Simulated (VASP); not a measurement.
# Al12W in VASP: a series of runs, part 2 of 2

VASP 6.6.1. The steps go on from the part before.

### 4 Single point, PBEsol

Contents of INCAR:

```
ALGO = Normal
EDIFF = 1E-7
ENCUT = 520
GGA = PS
ISIF = 2
ISMEAR = -1
LASPH = True
LCHARG = False
LREAL = False
LWAVE = False
NBANDS = 37
NELM = 100
PREC = Accurate
SIGMA = 0.05
```

Contents of KPOINTS:

```
k-points
0
Gamma
  3 3 1
```

Contents of POSCAR:

```
Al12W
1.0
    5.7275650000      0.0000000000      0.0000000000
    2.8637820000      4.9602170000      0.0000000000
    0.0000000000      0.0000000000     15.6765370000
Al W
12 1
Direct
    0.1666684945      0.1666660955      0.0637895984
    0.6666715499      0.1666660955      0.0637895984
    0.1666709227      0.6666643818      0.0637895984
    0.6666739781      0.6666643818      0.0637895984
   -0.1192272661      0.3092001822      0.2075522164
    0.3348636859      0.3814349251      0.2929983835
   -0.2613971825      0.8860902658      0.2136568810
    0.3153019157      0.8784494711      0.2877229837
    0.1752624845      0.2485778344      0.5782973625
    0.7740314163     -0.0053828290      0.4148301375
    0.1715777429      0.7482333938      0.5602257692
    0.5874812226      0.7360766676      0.5182522135
    0.6588605899      1.2593602256      0.5657690854
```

Command:

```bash
$ cat potpaw_PBE.64/Al/POTCAR potpaw_PBE.64/W_sv/POTCAR > POTCAR
$ mpirun -np 1 vasp_std > vasp.out
```

Wall time 2.7 min (1 thread of Intel Xeon Platinum 8488C (Sapphire Rapids), shared host); peak memory 0.59 GiB.

It converged, with:

- Free energy: -52.3956 eV
- Largest force: 2.278 eV/Å
- Band gap on the k mesh: zero (bands 25 and 26 overlap by 0.72 eV)

Forces in eV/Å, atoms in the order of the input:
```
Al   0.267 -0.213  0.342
Al   0.000  0.131  0.446
Al  -0.092  0.084  0.849
Al  -0.103 -0.066  0.521
Al  -0.324  0.461  0.143
Al  -0.091  0.118 -0.472
Al   0.640 -0.353 -0.161
Al  -0.265 -0.100 -0.253
Al  -0.377  0.243 -0.156
Al   0.161  0.868  0.307
Al  -1.591  0.168  0.532
Al   1.935 -0.492  0.012
W   -0.159 -0.848 -2.108
```

Levels at points of the mesh, in eV from the Fermi level:
| k point | band 23 | band 24 | band 25 | band 26 | band 27 | band 28 |
| --- | --- | --- | --- | --- | --- | --- |
| (0.00, 0.00, 0.00) | -1.21 | -0.92 | -0.80 | -0.59 | -0.46 | -0.14 |

Caveat: the k points lie up to 0.42 Å⁻¹ apart, too coarse for converged energies and pressures of a metal; the atoms stand as in a frame of molecular dynamics; the PAW data sets were made with another functional, which shifts forces and pressure a little; spin-orbit coupling is left out, which moves the levels of the heavy elements.

### 5 Single point, PBEsol

Contents of INCAR:

```
ALGO = Normal
EDIFF = 1E-7
ENCUT = 520
GGA = PS
ISIF = 2
ISMEAR = -1
LASPH = T
LCHARG = T
LELF = T
LREAL = F
LVHAR = T
LWAVE = F
NBANDS = 37
NELM = 80
PREC = Accurate
SIGMA = 0.05
```

KPOINTS is that of step 4.

Contents of POSCAR:

```
Al12W
1.0
    5.7275650000      0.0000000000      0.0000000000
    2.8637820000      4.9602170000      0.0000000000
    0.0000000000      0.0000000000     15.6765370000
Al W
12 1
Direct
    0.1666684945      0.1666660955      0.0637895984
    0.6666715499      0.1666660955      0.0637895984
    0.1666709227      0.6666643818      0.0637895984
    0.6666739781      0.6666643818      0.0637895984
   -0.2346935885      0.3611737148      0.2424578847
    0.3274533052      0.3075268683      0.2026723121
   -0.1140343879      0.8447009476      0.2175033938
    0.3235075619      0.8755866931      0.1854044678
    0.1696208267      0.3000876776      0.5490625895
    0.7303952789      0.5656204154      0.4094271586
    0.2087810805      0.7210370030      0.5760264528
    0.6328567079      0.7475681003      0.5948188685
    0.6894586399      1.3290749175      0.5464791108
```

Potentials or basis: VASP PAW PBE potentials, release 64 (Al, W_sv).

Command:

```bash
$ cat potpaw_PBE.64/Al/POTCAR potpaw_PBE.64/W_sv/POTCAR > POTCAR
$ mpirun -np 1 vasp_std > vasp.out
```

OUTCAR:

```text
EDIFF = 1E-7
   ENCUT = 520
   GGA = PS
   ISIF = 2
   ISMEAR = -1
   LASPH = T
   LREAL = F
   NELM = 80
   PREC = Accurate

 ion  position               nearest neighbor table
   1  0.167  0.167  0.064-   8 2.39   6 2.64   4 2.86   2 2.86   3 2.86   3 2.86   2 2.86   4 2.86

   2  0.667  0.167  0.064-   6 2.76   1 2.86   3 2.86   4 2.86   4 2.86   3 2.86   1 2.86   7 2.91
                             5 3.17
   3  0.167  0.667  0.064-   8 2.64   7 2.79   6 2.82   4 2.86   2 2.86   1 2.86   1 2.86   2 2.86
                             4 2.86
   4  0.667  0.667  0.064-   8 2.56   1 2.86   3 2.86   2 2.86   2 2.86   3 2.86   1 2.86   7 3.12
                             5 3.20
   5  0.765  0.361  0.242-   7 2.71   6 2.75  10 2.83   8 2.90   6 3.14   8 3.14   2 3.17   7 3.20
                             4 3.20
   6  0.327  0.308  0.203-   8 2.50   1 2.64   5 2.75   2 2.76   3 2.82   7 2.85   7 2.97   5 3.14
                             8 3.25
   7  0.886  0.845  0.218-   8 2.65   5 2.71   3 2.79   6 2.85   2 2.91   6 2.97   4 3.12   8 3.18
                             5 3.20
[... 400 lines left out ...]

------------------------ aborting loop because EDIFF is reached ----------------------------------------

  FORCE on cell =-STRESS in cart. coord.  units (eV):
  Direction    XX          YY          ZZ          XY          YZ          ZX
  --------------------------------------------------------------------------------------
  -------------------------------------------------------------------------------------
  Total      -14.2453102    -12.4182096     -0.2741476      2.1483755      2.5791054      2.7376809
  in kB      -51.2461988    -44.6733719     -0.9862209      7.7285840      9.2780955      9.8485562
  external PRESSURE =     -32.3019305 kB  Pullay stress =       0.0000000 kB

 VOLUME and BASIS-vectors are now :
 -----------------------------------------------------------------------------
  energy-cutoff  :      520.00
  volume of cell :      445.37
      direct lattice vectors                 reciprocal lattice vectors
     5.727565000  0.000000000  0.000000000     0.174594265 -0.100802024  0.000000000
     2.863782000  4.960217000  0.000000000     0.000000000  0.201604083  0.000000000
     0.000000000  0.000000000 15.676537000     0.000000000  0.000000000  0.063789598

 POSITION                                       TOTAL-FORCE (eV/Angst)
 -----------------------------------------------------------------------------------
      1.43190      0.82670      1.00000        -0.266591      0.932000     -1.817620
      4.29570      0.82670      1.00000         0.088882     -0.070867     -0.156358
      2.86380      3.30680      1.00000        -0.190296     -0.164712     -0.619325
      5.72760      3.30680      1.00000         0.481172     -0.266236     -0.307468
      5.41767      1.79150      3.80090         0.634857      0.449656      0.003656
      2.75620      1.52540      3.17720         0.371995      1.000071      0.834359
      7.49347      4.18990      3.40970        -0.966833     -0.386716      0.290115
      4.36040      4.34310      2.90650        -0.174396     -1.403896      2.558223
      1.83090      1.48850      8.60740        -0.310339     -0.811403     -0.091994
      5.80320      2.80560      6.41840        -0.598986     -0.772426      0.673026
      3.26070      3.57650      9.03010        -0.469523      1.440574     -0.412938
      5.76560      3.70810      9.32470         2.116995      1.506152     -0.053519
      4.89132      1.63228      8.56690        -0.716937     -1.452196     -0.900156
 -----------------------------------------------------------------------------------
    total drift:                               -0.000107     -0.000109     -0.000151

  FREE ENERGIE OF THE ION-ELECTRON SYSTEM (eV)
  ---------------------------------------------------
  free  energy   TOTEN  =       -52.6510700980 eV

  energy  without entropy=      -52.5975473735  energy(sigma->0) =      -52.62430874
```

OSZICAR:

```text
N       E                     dE             d eps       ncg     rms          rms(c)
DAV:   1     0.140583619867E+03    0.14058E+03   -0.19918E+04   418   0.104E+03
DAV:   2    -0.426872173900E+02   -0.18327E+03   -0.17156E+03   435   0.173E+02
DAV:   3    -0.556593457738E+02   -0.12972E+02   -0.12366E+02   516   0.387E+01
[... 13 lines left out ...]
DAV:  17    -0.526510616967E+02   -0.29484E-04   -0.42511E-05   556   0.353E-02    0.982E-03
DAV:  18    -0.526510679054E+02   -0.62087E-05   -0.60205E-06   447   0.138E-02    0.486E-03
DAV:  19    -0.526510698858E+02   -0.19804E-05   -0.29736E-06   420   0.894E-03    0.106E-03
DAV:  20    -0.526510700478E+02   -0.16203E-06   -0.41093E-07   487   0.287E-03    0.738E-04
DAV:  21    -0.526510700980E+02   -0.50173E-07   -0.70005E-08   284   0.140E-03
   1 F= -.52651070E+02 E0= -.52624309E+02  d E =-.535227E-01
```

stdout:

```text
POSCAR found type information on POSCAR AlW
 POSCAR found :  2 types and      13 ions
 scaLAPACK will be used
 -----------------------------------------------------------------------------
|                                                                             |
|                                                                             |
|     You enforced a specific xc type in the INCAR file but a different       |
|     I HOPE YOU KNOW WHAT YOU ARE DOING!                                     |
|                                                                             |
 -----------------------------------------------------------------------------

 LDA part: xc-table for (Slater+PW92), standard interpolation
 POSCAR, INCAR and KPOINTS ok, starting setup
 FFT: planning ... GRIDC
 FFT: planning ... GRID_SOFT
 FFT: planning ... GRID
 WAVECAR not read
 entering main loop
```

Wall time 3.1 min (1 thread of Intel Xeon Platinum 8488C (Sapphire Rapids), shared host); peak memory 0.58 GiB.

Results:

```
Free energy            : -52.6511 eV
Largest force          : 2.923 eV/Å
Band gap on the k mesh : zero (bands 25 and 26 overlap by 1.19 eV)
```

Forces in eV/Å, atoms in the order of the input:
```
Al  -0.267  0.932 -1.818
Al   0.089 -0.071 -0.156
Al  -0.190 -0.165 -0.619
Al   0.481 -0.266 -0.307
Al   0.635  0.450  0.004
Al   0.372  1.000  0.834
Al  -0.967 -0.387  0.290
Al  -0.174 -1.404  2.558
Al  -0.310 -0.811 -0.092
Al  -0.599 -0.772  0.673
Al  -0.470  1.441 -0.413
Al   2.117  1.506 -0.054
W   -0.717 -1.452 -0.900
```

Caveat: the k points lie up to 0.42 Å⁻¹ apart, too coarse for converged energies and pressures of a metal; the atoms stand as in a frame of molecular dynamics; the PAW data sets were made with another functional, which shifts forces and pressure a little; spin-orbit coupling is left out, which moves the levels of the heavy elements.

### 6 Overview

```csv
cell,gap on the mesh (eV),largest force (eV/Å)
"as given, atomic positions A",none,0.19
"as given, atomic positions B",none,2.09
"as given, atomic positions C",none,2.28
"as given, atomic positions D",none,2.92
```

Alike in all rows: task single point; level PBEsol; potentials or basis VASP PAW PBE potentials, release 64 (Al, W_sv); no spin polarisation; k mesh 3 × 3 × 1; cutoff (eV) 520; smearing fermi-dirac 0.05 eV.

Caveats: all runs use coarse meshes; the PAW data sets were made with another functional, which shifts forces and pressure a little; spin-orbit coupling is left out, which moves the levels of the heavy elements; the atoms stand as in a frame of molecular dynamics (at least some runs).

Absolute energies hang on the potentials; compare differences alone.
